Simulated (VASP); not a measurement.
# MnO (I4/mmm) in VASP: further runs

MnO is run at these levels: PBE; tasks: single point.

Everything below comes from runs of VASP 6.6.1. Logs are shortened: lines on timing, memory, paths and dates and some standing lists are left out, and cuts for length are marked.

## 1. The cell of the first run

The structure is tetragonal, space group I4/mmm (No. 139). The conventional cell has a = 3.142 Å, b = 3.142 Å, c = 4.222 Å, α = 90.00°, β = 90.00°, γ = 90.00°. Mn (site symmetry 4/mmm) has 6 O at 2.11 to 2.22 Å within 2.8 Å. Within 2.8 Å of O (site symmetry 4/mmm) lie 6 Mn at 2.11 to 2.22 Å.

## 2. Single point, PBE, collinear spin, ferromagnetic start (strain -0.0500 x Voigt [0, 1, 0, 0, 0, 0])

Input file INCAR:

```
SYSTEM = MnO
  ALGO = Normal
  EDIFF = 1E-6
  ENCUT = 520
  GGA = PE
  ISIF = 2
  ISMEAR = 0
  ISPIN = 2
  LASPH = .True.
  LCHARG = .True.
  LELF = .True.
  LMAXMIX = 4
  LORBIT = 11
  LREAL = .False.
  LVHAR = .True.
  LWAVE = .False.
  MAGMOM = 4.46 0.26
  NBANDS = 20
  NELM = 150
  PREC = Accurate
  SIGMA = 0.15
```

Input file KPOINTS:

```
k-points
0
Gamma
  18 18 18
  0 0 0
```

Input file POSCAR:

```
MnO
1.0
    0.0000000000      2.1109000000      2.2220000000
    2.2220000000      0.0000000000      2.2220000000
    2.2220000000      2.1109000000      0.0000000000
Mn O
1 1
Direct
    0.0000000000      0.0000000000      0.0000000000
    0.5000000000      0.5000000000      0.5000000000
```

Potentials or basis: VASP PAW PBE potentials, release 64 (Mn_pv, O).

Run with:

```bash
cat potpaw_PBE.64/Mn_pv/POTCAR potpaw_PBE.64/O/POTCAR > POTCAR
mpirun -np 1 vasp_std > vasp.out
```

OUTCAR:

```text
SYSTEM = MnO
   EDIFF = 1E-6
   ENCUT = 520
   GGA = PE
   ISIF = 2
   ISMEAR = 0
   ISPIN = 2
   LASPH = .True.
   LORBIT = 11
   LREAL = .False.
   NELM = 150
   PREC = Accurate

 ion  position               nearest neighbor table
   1  0.000  0.000  0.000-   2 2.11   2 2.11   2 2.22   2 2.22   2 2.22   2 2.22
   2  0.500  0.500  0.500-   1 2.11   1 2.11   1 2.22   1 2.22   1 2.22   1 2.22

  LATTYP: Found a body centered tetragonal cell.
 ALAT       =     3.1423825356
 C/A-ratio  =     1.3435028843

  Lattice vectors:

 A1 = (   0.0000000000,  -2.1109000000,   2.2220000000)
 A2 = (   0.0000000000,  -2.1109000000,  -2.2220000000)
 A3 = (   2.2220000000,   2.1109000000,   0.0000000000)

Analysis of symmetry for initial positions (statically):
=====================================================================
 Subroutine PRICEL returns:
 Original cell was already a primitive cell.

 Routine SETGRP: Setting up the symmetry group for a
 body centered tetragonal supercell.

 Subroutine GETGRP returns: Found 16 space group operations
 (whereof 16 operations were pure point group operations)
 out of a pool of 16 trial point group operations.

The static configuration has the point symmetry D_4h.

Analysis of symmetry for dynamics (positions and initial velocities):
=====================================================================
 Subroutine PRICEL returns:
 Original cell was already a primitive cell.

 Routine SETGRP: Setting up the symmetry group for a
 body centered tetragonal supercell.

 Subroutine GETGRP returns: Found 16 space group operations
 (whereof 16 operations were pure point group operations)
 out of a pool of 16 trial point group operations.

The dynamic configuration has the point symmetry D_4h.

Analysis of structural, dynamic, and magnetic symmetry:
=====================================================================
 Subroutine PRICEL returns:
 Original cell was already a primitive cell.

 Routine SETGRP: Setting up the symmetry group for a
 body centered tetragonal supercell.

 Subroutine GETGRP returns: Found 16 space group operations
 (whereof 16 operations were pure point group operations)
 out of a pool of 16 trial point group operations.

The overall configuration has the point symmetry D_4h.

 Subroutine INISYM returns: Found 16 space group operations
 (whereof 16 operations are pure point group operations),
 and found     1 'primitive' translations

----------------------------------------------------------------------------------------

                                     Primitive cell

  volume of cell :      20.8442

  direct lattice vectors                    reciprocal lattice vectors
     0.000000000  2.110900000  2.222000000    -0.225022502  0.236865792  0.225022502
     2.222000000  0.000000000  2.222000000     0.225022502 -0.236865792  0.225022502
     2.222000000  2.110900000  0.000000000     0.225022502  0.236865792 -0.225022502

  length of vectors
     3.064829981  3.142382536  3.064829981     0.396706007  0.396706007  0.396706007

  position of ions in fractional coordinates (direct lattice)
     0.000000000  0.000000000  0.000000000
     0.500000000  0.500000000  0.500000000

  ion indices of the primitive-cell ions
   primitive index   ion index
                 1           1
                 2           2

----------------------------------------------------------------------------------------

 KPOINTS: k-points

Automatic generation of k-mesh.
 Grid dimensions read from file:
 generate k-points for:   18   18   18

 Generating k-lattice:

  Cartesian coordinates                     Fractional coordinates (reciprocal lattice)
    -0.012501250  0.013159211  0.012501250     0.055555556  0.000000000  0.000000000
     0.012501250 -0.013159211  0.012501250     0.000000000  0.055555556  0.000000000
     0.012501250  0.013159211 -0.012501250     0.000000000  0.000000000  0.055555556

  Length of vectors
     0.022039223  0.022039223  0.022039223

  Shift w.r.t. Gamma in fractional coordinates (k-lattice)
     0.000000000  0.000000000  0.000000000

 Subroutine IBZKPT returns following result:
 ===========================================

 Found    480 irreducible k-points:

 Following reciprocal coordinates:
            Coordinates               Weight
  0.000000  0.000000  0.000000      1.000000
  0.055556  0.000000  0.000000      8.000000
  0.111111  0.000000  0.000000      8.000000
  0.166667  0.000000  0.000000      8.000000
  0.222222  0.000000  0.000000      8.000000
  0.277778  0.000000  0.000000      8.000000
[... 16 lines left out ...]
 -0.277778  0.055556  0.000000     16.000000
 -0.222222  0.055556  0.000000     16.000000
 [... further k-points ...]
   k-points           NKPTS =    480   k-points in BZ     NKDIM =    480   number of bands    NBANDS=     20
   number of dos      NEDOS =    301   number of ions     NIONS =      2
   total plane-waves  NPLWV =  13824
   dimension x,y,z NGX =    24 NGY =   24 NGZ =   24
   dimension x,y,z NGXF=    48 NGYF=   48 NGZF=   48
   ions per type =               1   1
   NGX,Y,Z   is equivalent  to a cutoff of  13.02, 12.70, 13.02 a.u.
   NGXF,Y,Z  is equivalent  to a cutoff of  26.04, 25.39, 26.04 a.u.
 SYSTEM =  MnO
   PREC   = accura    normal or accurate (medium, high low for compatibility)
   ISTART =      0    job   : 0-new  1-cont  2-samecut
   ICHARG =      2    charge: 1-file 2-atom 10-const
   ISPIN  =      2    spin polarized calculation?
   LNONCOLLINEAR =      F non collinear calculations
   LSORBIT =      F    spin-orbit coupling
   LASPH  =      T    aspherical Exc in radial PAW
   ENCUT  =  520.0 eV  38.22 Ry    6.18 a.u.   5.70  5.84  5.70*2*pi/ulx,y,z
   NELM   =    150;   NELMIN=  2; NELMDL= -5     # of ELM steps
   EDIFF  = 0.1E-05   stopping-criterion for ELM
   LREAL  =      F    real-space projection
   EDIFFG = 0.1E-04   stopping-criterion for IOM
   NSW    =      0    number of steps for IOM
   IBRION =     -1    ionic relax: 0-MD 1-quasi-New 2-CG
   NFREE  =      0    steps in history (QN), initial steepest desc. (CG)
   ISIF   =      2    stress and relaxation
   ISYM   =      2    0-nonsym 1-usesym 2-fastsym
   POTIM  = 0.5000    time-step for ionic-motion
   TEBEG  =    0.0;   TEEND  =   0.0 temperature during run
   PSTRESS=    0.0 pullay stress
   NELECT =      19.0000    total number of electrons
   NUPDOWN=      -1.0000    fix difference up-down
   EMIN   =  10.00;   EMAX   =-10.00  energy-range for DOS
   EFERMI =   0.00;   METHOD = LEGACY
   ISMEAR =     0;   SIGMA  =   0.15  broadening in eV -4-tet -1-fermi 0-gaus
   EFERMI_NEDOS =   21; number of points for ismear=-14 and -15
   IALGO  =     38    algorithm
   IMIX   =      4    mixing-type and parameters
     AMIX     =   0.40;   BMIX     =  1.00
     AMIX_MAG =   1.60;   BMIX_MAG =  1.00
  volume/ion in A,a.u.               =      10.42        70.33
  Fermi-wavevector in a.u.,A,eV,Ry     =   1.587319  2.999597 34.280972  2.519580
  Thomas-Fermi vector in A             =   2.686494
   LORBIT       =     11    0 simple, 1 ext, 2 COOP (PROOUT), +10 PAW based schemes
   GGA     = PE    functional components
   LHFCALC =     F    Hartree Fock is set to
   AEXX    =    0.0000 exact exchange contribution
   IVDW    =     0    specifies the selected vdW correction
   LEPSILON=     F    determine dielectric tensor
   LRPA    =     F    only Hartree local field effects (RPA)
 spin polarized calculation
 Gauss-broadening in eV      SIGMA  =   0.15
  energy-cutoff  :      520.00
  volume of cell :       20.84
 maximum number of plane-waves:       580
   NGX = 11   NGY = 11   NGZ = 11

 number of electron      19.0000005 magnetization       4.6116627

 Free energy of the ion-electron system (eV)
  ---------------------------------------------------
  ext. energy  EPLUGINS =         0.00000000
  ---------------------------------------------------
  free energy    TOTEN  =       -16.38220131 eV

  energy without entropy =      -16.37176469  energy(sigma->0) =      -16.37698300

 E-fermi :   8.2480     XC(G=0): -12.1670

 val. band max:        8.2473033843   @ k =  -0.3889   0.4444   0.1111
 cond. band min:       8.2486964194   @ k =  -0.3889   0.0000   0.0556
 fundamental gap:      0.0013930351
 Fermi energy:         8.2480422657

 spin component 1

 k-point     1 :       0.0000    0.0000    0.0000
  band No.  band energies     occupation
      1     -42.1404      1.00000
      2     -42.1261      1.00000
      3     -42.1261      1.00000
      4     -12.5610      1.00000
      5       4.1118      1.00000
      6       4.2088      1.00000
[... 12 lines left out ...]
     19      28.2562      0.00000
     20      30.2584      0.00000

 k-point     2 :       0.0556    0.0000    0.0000
  band No.  band energies     occupation
      1     -42.1416      1.00000
      2     -42.1275      1.00000
      3     -42.1265      1.00000
      4     -12.5314      1.00000
      5       3.8286      1.00000
      6       3.9494      1.00000
[... 12 lines left out ...]
     19      28.4185      0.00000
     20      30.0720      0.00000

 k-point     3 :       0.1111    0.0000    0.0000
  band No.  band energies     occupation
      1     -42.1460      1.00000
      2     -42.1308      1.00000
      3     -42.1277      1.00000
      4     -12.4451      1.00000
      5       3.1609      1.00000
      6       3.5335      1.00000
[... 12 lines left out ...]
     19      28.4090      0.00000
     20      30.3998      0.00000

 k-point     4 :       0.1667    0.0000    0.0000
  band No.  band energies     occupation
      1     -42.1547      1.00000
      2     -42.1337      1.00000
      3     -42.1295      1.00000
      4     -12.3097      1.00000
      5       2.3932      1.00000
      6       3.0987      1.00000
[... 429 lines left out ...]
 k-point    23 :      -0.2778    0.0556    0.0000
  band No.  band energies     occupation
      1     -42.1860      1.00000
      2     -42.1380      1.00000
      3     -42.1359      1.00000
      4     -11.8605      1.00000
      5       0.6746      1.00000
      6       2.1611      1.00000
[... 12 lines left out ...]
     19      29.5383      0.00000
     20      33.0762      0.00000

 k-point    24 :      -0.2222    0.0556    0.0000
  band No.  band energies     occupation
      1     -42.1730      1.00000
      2     -42.1360      1.00000
      3     -42.1338      1.00000
      4     -12.0493      1.00000
      5       1.3076      1.00000
      6       2.4569      1.00000
[... 12 lines left out ...]
     19      29.1573      0.00000
     20      33.0606      0.00000

 [... further k-points ...]

 spin component 2

 k-point     1 :       0.0000    0.0000    0.0000
  band No.  band energies     occupation
      1     -37.6638      1.00000
      2     -37.5725      1.00000
      3     -37.5725      1.00000
      4     -12.1262      1.00000
      5       4.4354      1.00000
      6       4.6162      1.00000
[... 12 lines left out ...]
     19      30.5644      0.00000
     20      32.2392      0.00000

 k-point     2 :       0.0556    0.0000    0.0000
  band No.  band energies     occupation
      1     -37.6652      1.00000
      2     -37.5744      1.00000
      3     -37.5730      1.00000
      4     -12.0972      1.00000
      5       4.2922      1.00000
      6       4.4779      1.00000
[... 12 lines left out ...]
     19      30.5736      0.00000
     20      32.1876      0.00000

 k-point     3 :       0.1111    0.0000    0.0000
  band No.  band energies     occupation
      1     -37.6694      1.00000
      2     -37.5798      1.00000
      3     -37.5744      1.00000
      4     -12.0129      1.00000
      5       3.7974      1.00000
      6       4.2522      1.00000
[... 12 lines left out ...]
     19      30.2698      0.00000
     20      32.4014      0.00000

 k-point     4 :       0.1667    0.0000    0.0000
  band No.  band energies     occupation
      1     -37.6767      1.00000
      2     -37.5872      1.00000
      3     -37.5765      1.00000
      4     -11.8808      1.00000
      5       3.1236      1.00000
      6       3.9853      1.00000
[... 429 lines left out ...]
 k-point    23 :      -0.2778    0.0556    0.0000
  band No.  band energies     occupation
      1     -37.7054      1.00000
      2     -37.6024      1.00000
      3     -37.5851      1.00000
      4     -11.4443      1.00000
      5       1.5039      1.00000
      6       3.2970      1.00000
[... 12 lines left out ...]
     19      30.9575      0.00000
     20      34.1532      0.00000

 k-point    24 :      -0.2222    0.0556    0.0000
  band No.  band energies     occupation
      1     -37.6935      1.00000
      2     -37.5958      1.00000
      3     -37.5823      1.00000
      4     -11.6272      1.00000
      5       2.1116      1.00000
      6       3.5430      1.00000
[... 12 lines left out ...]
     19      30.6510      0.00000
     20      34.5605      0.00000

 [... further k-points ...]

------------------------ aborting loop because EDIFF is reached ----------------------------------------

  FORCE on cell =-STRESS in cart. coord.  units (eV):
  Direction    XX          YY          ZZ          XY          YZ          ZX
  --------------------------------------------------------------------------------------
  -------------------------------------------------------------------------------------
  Total        0.7700552      1.0720185      0.7700552      0.0000000     -0.0000000      0.0000000
  in kB       59.1897696     82.3999768     59.1897696      0.0000000     -0.0000000      0.0000000
  external PRESSURE =      66.9265053 kB  Pullay stress =       0.0000000 kB

 VOLUME and BASIS-vectors are now :
 -----------------------------------------------------------------------------
  energy-cutoff  :      520.00
  volume of cell :       20.84
      direct lattice vectors                 reciprocal lattice vectors
     0.000000000  2.110900000  2.222000000    -0.225022502  0.236865792  0.225022502
     2.222000000  0.000000000  2.222000000     0.225022502 -0.236865792  0.225022502
     2.222000000  2.110900000  0.000000000     0.225022502  0.236865792 -0.225022502

 POSITION                                       TOTAL-FORCE (eV/Angst)
 -----------------------------------------------------------------------------------
      0.00000      0.00000      0.00000         0.000000      0.000000     -0.000000
      2.22200      2.11090      2.22200        -0.000000     -0.000000      0.000000
 -----------------------------------------------------------------------------------
    total drift:                                0.000000     -0.000000     -0.000000

  FREE ENERGIE OF THE ION-ELECTRON SYSTEM (eV)
  ---------------------------------------------------
  free  energy   TOTEN  =       -16.3822013105 eV

  energy  without entropy=      -16.3717646947  energy(sigma->0) =      -16.37698300

 total charge

# of ion       s       p       d       tot
------------------------------------------
    1        0.213   6.195   5.012  11.420
    2        1.562   3.436   0.000   4.998
--------------------------------------------------
tot          1.775   9.631   5.012  16.417

 magnetization (x)

# of ion       s       p       d       tot
------------------------------------------
    1        0.034   0.026   4.145   4.204
    2        0.031   0.163   0.000   0.194
--------------------------------------------------
tot          0.065   0.189   4.145   4.399
```

It took 1.9 min on 1 thread of Intel Xeon 6975P-C (Granite Rapids), shared host; peak memory 0.38 GiB.

Results:

```yaml
Free_energy: -16.3822 eV
Pressure: 6.7 GPa
Net_moment: 4.61 μB per cell
Site_moments: Mn +4.20; O +0.19 μB
Valence_electrons_inside_the_program's_atomic_spheres: Mn 11.42; O 5.00
```

Caveat: the cell differs from its parent crystal (strain -0.0500 x Voigt [0, 1, 0, 0, 0, 0]); a cell with one magnetic atom can't hold antiferromagnetic order, which such compounds often take; semilocal functionals often make such compounds metallic where correlation or magnetic order opens a gap, which also shifts bond lengths.

## 3. Single point, PBE, collinear spin, ferromagnetic start (strain -0.1000 x Voigt [0, 1, 0, 0, 0, 0])

Input file INCAR:

```
PREC = Accurate
ENCUT = 520
EDIFF = 1E-6
ISMEAR = 0
SIGMA = 0.15
LREAL = F
LASPH = T
NELM = 150
ALGO = Normal
ISIF = 2
LWAVE = F
LCHARG = T
ISPIN = 2
MAGMOM = 4.46 0.26
LORBIT = 11
LMAXMIX = 4
GGA = PE
LELF = T
LVHAR = T
NBANDS = 20
```

Input file KPOINTS:

```
regular mesh
0
Gamma
  18 18 18
```

Input file POSCAR:

```
MnO
1.0
    0.0000000000      1.9998000000      2.2220000000
    2.2220000000      0.0000000000      2.2220000000
    2.2220000000      1.9998000000      0.0000000000
Mn O
1 1
Direct
    0.0000000000      0.0000000000      0.0000000000
    0.5000000000      0.5000000000      0.5000000000
```

Potentials or basis: VASP PAW PBE potentials, release 64 (Mn_pv, O).

Run with:

```bash
cat potpaw_PBE.64/Mn_pv/POTCAR potpaw_PBE.64/O/POTCAR > POTCAR
mpirun -np 1 vasp_std > vasp.out
```

Run time: 1.9 min. Hardware: 1 thread of Intel Xeon 6975P-C (Granite Rapids), shared host; peak memory 0.37 GiB.

It converged, with:

```
Free energy                                           : -16.2677 eV
Pressure                                              : 16.9 GPa
Net moment                                            : 4.41 μB per cell
Site moments                                          : Mn +4.03; O +0.19 μB
Valence electrons inside the program's atomic spheres : Mn 11.51; O 5.03
```

Stress tensor (GPa, compression positive):
```
11.83  0.00  0.00
 0.00 26.99  0.00
 0.00  0.00 11.83
```

Levels at points of the mesh, in eV from the Fermi level:
Spin up:
```tsv
k point	band 8	band 9	band 10	band 11	band 12	band 13	band 14	band 15	band 16	band 17
(0.00, 0.00, 0.00)	-3.54	-3.54	-3.03	-2.97	-2.88	0.33	14.39	17.20	17.40	17.40
(0.50, 0.00, 0.00)	-2.37	-2.14	-1.72	-0.01	0.94	3.60	8.70	11.46	14.08	19.76
(0.50, 0.50, 0.00)	-4.60	-2.40	-2.06	-1.87	-1.60	5.90	7.89	11.55	14.36	15.93
(0.50, 0.00, 0.50)	-4.61	-2.20	-1.97	-1.97	-1.46	6.01	9.10	10.13	14.08	14.08
```
Spin down:
```tsv
k point	band 4	band 5	band 6	band 7	band 8	band 9	band 10	band 11
(0.00, 0.00, 0.00)	-20.96	-4.25	-3.92	-3.92	0.06	0.06	0.07	0.72
(0.50, 0.00, 0.00)	-19.73	-8.49	-5.97	-5.71	1.57	1.85	1.88	3.35
(0.50, 0.50, 0.00)	-19.94	-7.45	-5.26	-4.68	-1.51	1.47	2.06	2.23
(0.50, 0.00, 0.50)	-19.77	-7.14	-5.29	-5.29	-1.61	1.93	2.18	2.18
```

Caveat: the cell differs from its parent crystal (strain -0.1000 x Voigt [0, 1, 0, 0, 0, 0]); a cell with one magnetic atom can't hold antiferromagnetic order, which such compounds often take; semilocal functionals often make such compounds metallic where correlation or magnetic order opens a gap, which also shifts bond lengths.
